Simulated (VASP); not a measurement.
# Cs2AgBiF6 (Fm-3m) in VASP: single point with r2SCAN

Aim: the single point of Cs2AgBiF6 with r2SCAN.

Program: VASP 6.6.1. These are calculated values, not measurements. Logs are shortened: lines on timing, memory, paths and dates and some standing lists are left out, and cuts for length are marked.

## (1) The cell of the first run

The structure is cubic, space group Fm-3m (No. 225). Conventional cell: a = 9.480 Å, b = 9.480 Å, c = 9.480 Å, α = 90.00°, β = 90.00°, γ = 90.00°. Within 3.4 Å of Bi (site symmetry m-3m) lie 6 F at 2.56 Å. Within 4.4 Å of Cs (site symmetry -43m) lie 12 F at 3.36 Å and 4 Bi at 4.10 Å and 4 Ag at 4.10 Å. F (site symmetry 4mm) has 1 Ag at 2.18 Å and 1 Bi at 2.56 Å within 2.9 Å. Ag (site symmetry m-3m) has 6 F at 2.18 Å within 2.9 Å.

## (2) Single point, r2SCAN

The input, POSCAR:

```
Cs2AgBiF6
1.0
    0.0000000000      4.7399730000      4.7399730000
    4.7399730000      0.0000000000      4.7399730000
    4.7399730000      4.7399730000      0.0000000000
Bi Cs F Ag
1 2 6 1
Direct
    0.5000000000      0.5000000000      0.5000000000
    0.2500000000      0.2500000000      0.2500000000
    0.7500000000      0.7500000000      0.7500000000
    0.7700000000      0.2300000000      0.2300000000
    0.2300000000      0.7700000000      0.2300000000
    0.2300000000      0.7700000000      0.7700000000
    0.7700000000      0.2300000000      0.7700000000
    0.2300000000      0.2300000000      0.7700000000
    0.7700000000      0.7700000000      0.2300000000
    0.0000000000      0.0000000000      0.0000000000
```

The input, INCAR.step1:

```
ALGO     = Normal         # electronic algorithm
EDIFF    = 1E-4           # SCF threshold, eV
ENCUT    = 520            # plane-wave cutoff, eV
GGA      = PE             # functional
ISMEAR   = 0              # smearing method
LASPH    = T              # aspherical terms in the spheres
LCHARG   = F              # write CHGCAR
LREAL    = F              # projectors in reciprocal space
LWAVE    = T              # write WAVECAR
NBANDS   = 54             # bands
NELM     = 100            # most SCF steps
PREC     = Accurate       # precision mode
SIGMA    = 0.188          # smearing width, eV
```

The input, INCAR.step2:

```
ALGO     = Normal         # electronic algorithm
EDIFF    = 1E-6           # SCF threshold, eV
ENCUT    = 520            # plane-wave cutoff, eV
ISIF     = 2              # what is computed and relaxed
ISMEAR   = 0              # smearing method
ISTART   = 1            
LASPH    = T              # aspherical terms in the spheres
LCHARG   = F              # write CHGCAR
LMIXTAU  = T            
LREAL    = F              # projectors in reciprocal space
LWAVE    = F              # write WAVECAR
METAGGA  = R2SCAN         # meta-GGA
NBANDS   = 54             # bands
NELM     = 100            # most SCF steps
PREC     = Accurate       # precision mode
SIGMA    = 0.188          # smearing width, eV
```

The input, KPOINTS:

```
k-points
0
Gamma
  5 5 5
```

Potentials or basis: VASP PAW PBE potentials, release 64 (Bi_d, Cs_sv, F, Ag).

Launch:

```
cat potpaw_PBE.64/Bi_d/POTCAR potpaw_PBE.64/Cs_sv/POTCAR potpaw_PBE.64/F/POTCAR potpaw_PBE.64/Ag/POTCAR > POTCAR
cp INCAR.step1 INCAR
mpirun -np 1 vasp_std > vasp.out
cp INCAR.step2 INCAR
mpirun -np 1 vasp_std > vasp.out
```

OUTCAR:

```text
EDIFF = 1E-6
   ENCUT = 520
   ISIF = 2
   ISMEAR = 0
   ISTART = 1
   LASPH = T
   LREAL = F
   METAGGA = R2SCAN
   NELM = 100
   PREC = Accurate

 ion  position               nearest neighbor table
   1  0.500  0.500  0.500-   4 2.56   5 2.56   6 2.56   7 2.56   8 2.56   9 2.56
   2  0.250  0.250  0.250-
   3  0.750  0.750  0.750-
   4  0.770  0.230  0.230-  10 2.18   1 2.56
   5  0.230  0.770  0.230-  10 2.18   1 2.56
   6  0.230  0.770  0.770-  10 2.18   1 2.56
   7  0.770  0.230  0.770-  10 2.18   1 2.56
   8  0.230  0.230  0.770-  10 2.18   1 2.56
   9  0.770  0.770  0.230-  10 2.18   1 2.56
  10  0.000  0.000  0.000-   4 2.18   5 2.18   6 2.18   7 2.18   8 2.18   9 2.18

  LATTYP: Found a face centered cubic cell.
 ALAT       =     9.4799460000

  Lattice vectors:

 A1 = (   0.0000000000,   4.7399730000,   4.7399730000)
 A2 = (   4.7399730000,   0.0000000000,   4.7399730000)
 A3 = (   4.7399730000,   4.7399730000,   0.0000000000)

Analysis of symmetry for initial positions (statically):
=====================================================================
 Subroutine PRICEL returns:
 Original cell was already a primitive cell.

 Routine SETGRP: Setting up the symmetry group for a
 face centered cubic supercell.

 Subroutine GETGRP returns: Found 48 space group operations
 (whereof 48 operations were pure point group operations)
 out of a pool of 48 trial point group operations.

The static configuration has the point symmetry O_h .

Analysis of symmetry for dynamics (positions and initial velocities):
=====================================================================
 Subroutine PRICEL returns:
 Original cell was already a primitive cell.

 Routine SETGRP: Setting up the symmetry group for a
 face centered cubic supercell.

 Subroutine GETGRP returns: Found 48 space group operations
 (whereof 48 operations were pure point group operations)
 out of a pool of 48 trial point group operations.

The dynamic configuration has the point symmetry O_h .

 Subroutine INISYM returns: Found 48 space group operations
 (whereof 48 operations are pure point group operations),
 and found     1 'primitive' translations

----------------------------------------------------------------------------------------

                                     Primitive cell

  volume of cell :     212.9892

  direct lattice vectors                    reciprocal lattice vectors
     0.000000000  4.739973000  4.739973000    -0.105485833  0.105485833  0.105485833
     4.739973000  0.000000000  4.739973000     0.105485833 -0.105485833  0.105485833
     4.739973000  4.739973000  0.000000000     0.105485833  0.105485833 -0.105485833

  length of vectors
     6.703334102  6.703334102  6.703334102     0.182706822  0.182706822  0.182706822

  position of ions in fractional coordinates (direct lattice)
     0.500000000  0.500000000  0.500000000
     0.250000000  0.250000000  0.250000000
     0.750000000  0.750000000  0.750000000
     0.770000000  0.230000000  0.230000000
     0.230000000  0.770000000  0.230000000
     0.230000000  0.770000000  0.770000000
     0.770000000  0.230000000  0.770000000
     0.230000000  0.230000000  0.770000000
     0.770000000  0.770000000  0.230000000
     0.000000000  0.000000000  0.000000000

  ion indices of the primitive-cell ions
   primitive index   ion index
                 1           1
                 2           2
                 3           3
                 4           4
                 5           5
                 6           6
                 7           7
                 8           8
                 9           9
                10          10

----------------------------------------------------------------------------------------

 KPOINTS: k-points

Automatic generation of k-mesh.
 Grid dimensions read from file:
 generate k-points for:    5    5    5

 Generating k-lattice:

  Cartesian coordinates                     Fractional coordinates (reciprocal lattice)
    -0.021097167  0.021097167  0.021097167     0.200000000  0.000000000  0.000000000
     0.021097167 -0.021097167  0.021097167     0.000000000  0.200000000  0.000000000
     0.021097167  0.021097167 -0.021097167     0.000000000  0.000000000  0.200000000

  Length of vectors
     0.036541364  0.036541364  0.036541364

  Shift w.r.t. Gamma in fractional coordinates (k-lattice)
     0.000000000  0.000000000  0.000000000

 Subroutine IBZKPT returns following result:
 ===========================================

 Found     10 irreducible k-points:

 Following reciprocal coordinates:
            Coordinates               Weight
  0.000000  0.000000  0.000000      1.000000
  0.200000  0.000000  0.000000      8.000000
  0.400000  0.000000  0.000000      8.000000
  0.200000  0.200000  0.000000      6.000000
  0.400000  0.200000  0.000000     24.000000
 -0.400000  0.200000  0.000000     24.000000
 -0.200000  0.200000  0.000000     12.000000
  0.400000  0.400000  0.000000      6.000000
 -0.400000  0.400000  0.000000     12.000000
 -0.400000  0.400000  0.200000     24.000000
   k-points           NKPTS =     10   k-points in BZ     NKDIM =     10   number of bands    NBANDS=     54
   number of dos      NEDOS =    301   number of ions     NIONS =     10
   total plane-waves  NPLWV = 125000
   dimension x,y,z NGX =    50 NGY =   50 NGZ =   50
   dimension x,y,z NGXF=   100 NGYF=  100 NGZF=  100
   ions per type =               1   2   6   1
   NGX,Y,Z   is equivalent  to a cutoff of  12.40, 12.40, 12.40 a.u.
   NGXF,Y,Z  is equivalent  to a cutoff of  24.80, 24.80, 24.80 a.u.
 SYSTEM =  unknown system
   PREC   = accura    normal or accurate (medium, high low for compatibility)
   ISTART =      1    job   : 0-new  1-cont  2-samecut
   ICHARG =      0    charge: 1-file 2-atom 10-const
   ISPIN  =      1    spin polarized calculation?
   LNONCOLLINEAR =      F non collinear calculations
   LSORBIT =      F    spin-orbit coupling
   LASPH  =      T    aspherical Exc in radial PAW
   ENCUT  =  520.0 eV  38.22 Ry    6.18 a.u.  12.46 12.46 12.46*2*pi/ulx,y,z
   NELM   =    100;   NELMIN=  2; NELMDL=  0     # of ELM steps
   EDIFF  = 0.1E-05   stopping-criterion for ELM
   LREAL  =      F    real-space projection
   EDIFFG = 0.1E-04   stopping-criterion for IOM
   NSW    =      0    number of steps for IOM
   IBRION =     -1    ionic relax: 0-MD 1-quasi-New 2-CG
   NFREE  =      0    steps in history (QN), initial steepest desc. (CG)
   ISIF   =      2    stress and relaxation
   ISYM   =      2    0-nonsym 1-usesym 2-fastsym
   POTIM  = 0.5000    time-step for ionic-motion
   TEBEG  =    0.0;   TEEND  =   0.0 temperature during run
   PSTRESS=    0.0 pullay stress
   NELECT =      86.0000    total number of electrons
   NUPDOWN=      -1.0000    fix difference up-down
   EMIN   =  10.00;   EMAX   =-10.00  energy-range for DOS
   EFERMI =   0.00;   METHOD = LEGACY
   ISMEAR =     0;   SIGMA  =   0.19  broadening in eV -4-tet -1-fermi 0-gaus
   EFERMI_NEDOS =   21; number of points for ismear=-14 and -15
   IALGO  =     38    algorithm
   IMIX   =      4    mixing-type and parameters
     AMIX     =   0.40;   BMIX     =  1.00
     AMIX_MAG =   1.60;   BMIX_MAG =  1.00
  volume/ion in A,a.u.               =      21.30       143.73
  Fermi-wavevector in a.u.,A,eV,Ry     =   1.210009  2.286585 19.920572  1.464121
  Thomas-Fermi vector in A             =   2.345568
   LORBIT       =      0    0 simple, 1 ext, 2 COOP (PROOUT), +10 PAW based schemes
   METAGGA = R2SCAN    functional components
   LHFCALC =     F    Hartree Fock is set to
   AEXX    =    0.0000 exact exchange contribution
   IVDW    =     0    specifies the selected vdW correction
   LEPSILON=     F    determine dielectric tensor
   LRPA    =     F    only Hartree local field effects (RPA)
 non-spin polarized calculation
 Gauss-broadening in eV      SIGMA  =   0.19
  energy-cutoff  :      520.00
  volume of cell :      212.99
 maximum number of plane-waves:      5769
 NGX is ok and might be reduce to    50
   NGX = 25   NGY = 25   NGZ = 25

 number of electron      86.0000056 magnetization

 Free energy of the ion-electron system (eV)
  ---------------------------------------------------
  ext. energy  EPLUGINS =         0.00000000
  ---------------------------------------------------
  free energy    TOTEN  =      -170.80706484 eV

  energy without entropy =     -170.80706444  energy(sigma->0) =     -170.80706464

 E-fermi :   2.5455     XC(G=0):  -9.3079

 val. band max:        1.9236062919   @ k =  -0.4000   0.4000   0.0000
 cond. band min:       3.1552735680   @ k =   0.4000   0.0000   0.0000
 fundamental gap:      1.2316672760
 Fermi energy:         2.5454696367

 k-point     1 :       0.0000    0.0000    0.0000
  band No.  band energies     occupation
      1     -23.2239      2.00000
      2     -23.2239      2.00000
      3     -23.1371      2.00000
      4     -23.1371      2.00000
      5     -23.1371      2.00000
      6     -22.2357      2.00000
[... 46 lines left out ...]
     53       9.1709      0.00000
     54       9.1709      0.00000

 k-point     2 :       0.2000    0.0000    0.0000
  band No.  band energies     occupation
      1     -23.2242      2.00000
      2     -23.2242      2.00000
      3     -23.1371      2.00000
      4     -23.1371      2.00000
      5     -23.1371      2.00000
      6     -22.2158      2.00000
[... 46 lines left out ...]
     53       9.4151      0.00000
     54       9.4151      0.00000
[... 397 lines left out ...]
     53       9.2001      0.00000
     54       9.3771      0.00000

 k-point    10 :      -0.4000    0.4000    0.2000
  band No.  band energies     occupation
      1     -23.2305      2.00000
      2     -23.2243      2.00000
      3     -23.1372      2.00000
      4     -23.1371      2.00000
      5     -23.1370      2.00000
      6     -22.1119      2.00000
[... 46 lines left out ...]
     53       9.0114      0.00000
     54       9.3303      0.00000

------------------------ aborting loop because EDIFF is reached ----------------------------------------

  FORCE on cell =-STRESS in cart. coord.  units (eV):
  Direction    XX          YY          ZZ          XY          YZ          ZX
  --------------------------------------------------------------------------------------
  -------------------------------------------------------------------------------------
  Total       -4.1709347     -4.1709347     -4.1709347      0.0000000      0.0000000     -0.0000000
  in kB      -31.3751910    -31.3751910    -31.3751910      0.0000000      0.0000000     -0.0000000
  external PRESSURE =     -31.3751910 kB  Pullay stress =       0.0000000 kB

 VOLUME and BASIS-vectors are now :
 -----------------------------------------------------------------------------
  energy-cutoff  :      520.00
  volume of cell :      212.99
      direct lattice vectors                 reciprocal lattice vectors
     0.000000000  4.739973000  4.739973000    -0.105485833  0.105485833  0.105485833
     4.739973000  0.000000000  4.739973000     0.105485833 -0.105485833  0.105485833
     4.739973000  4.739973000  0.000000000     0.105485833  0.105485833 -0.105485833

 POSITION                                       TOTAL-FORCE (eV/Angst)
 -----------------------------------------------------------------------------------
      4.73997      4.73997      4.73997        -0.000000     -0.000000     -0.000000
      2.36999      2.36999      2.36999        -0.000000      0.000000      0.000000
      7.10996      7.10996      7.10996        -0.000000     -0.000000     -0.000000
      2.18039      4.73997      4.73997         2.402378     -0.000000     -0.000000
      4.73997      2.18039      4.73997        -0.000000      2.402378     -0.000000
      7.29956      4.73997      4.73997        -2.402378     -0.000000     -0.000000
      4.73997      7.29956      4.73997        -0.000000     -2.402378     -0.000000
      4.73997      4.73997      2.18039        -0.000000     -0.000000      2.402378
      4.73997      4.73997      7.29956        -0.000000     -0.000000     -2.402378
      0.00000      0.00000      0.00000        -0.000000     -0.000000      0.000000
 -----------------------------------------------------------------------------------
    total drift:                                0.000000      0.000000      0.000000

  FREE ENERGIE OF THE ION-ELECTRON SYSTEM (eV)
  ---------------------------------------------------
  free  energy   TOTEN  =      -170.8070648422 eV

  energy  without entropy=     -170.8070644382  energy(sigma->0) =     -170.80706464
```

It took 11 min on 1 thread of Oxide Virtual Turin-like, shared host; peak memory 0.43 GiB.

What came out:

* Free energy: -170.8071 eV
* Pressure: -3.1 GPa
* Largest force: 2.402 eV/Å
* Band gap on the k mesh: 1.23 eV, indirect (least direct gap 1.47 eV)

Forces in eV/Å, atoms in the order of the input:
```
Bi   0.000  0.000  0.000
Cs   0.000  0.000  0.000
Cs   0.000  0.000  0.000
F    2.402  0.000  0.000
F    0.000  2.402  0.000
F   -2.402  0.000  0.000
F    0.000 -2.402  0.000
F    0.000  0.000  2.402
F    0.000  0.000 -2.402
Ag   0.000  0.000  0.000
```

Levels at points of the mesh, in eV from the valence-band top:
```csv
k point,band 39,band 40,band 41,band 42,band 43,band 44,band 45,band 46,band 47,band 48
"(0.00, 0.00, 0.00)",-1.57,-1.57,-1.57,-0.10,-0.10,1.37,1.37,1.37,4.18,5.03
```

Caveat: the PAW data sets were made with another functional, which shifts forces and pressure a little; spin-orbit coupling is left out, which moves the levels of the heavy elements. r2SCAN opens gaps a little over a GGA but as a rule still falls short of measured ones.
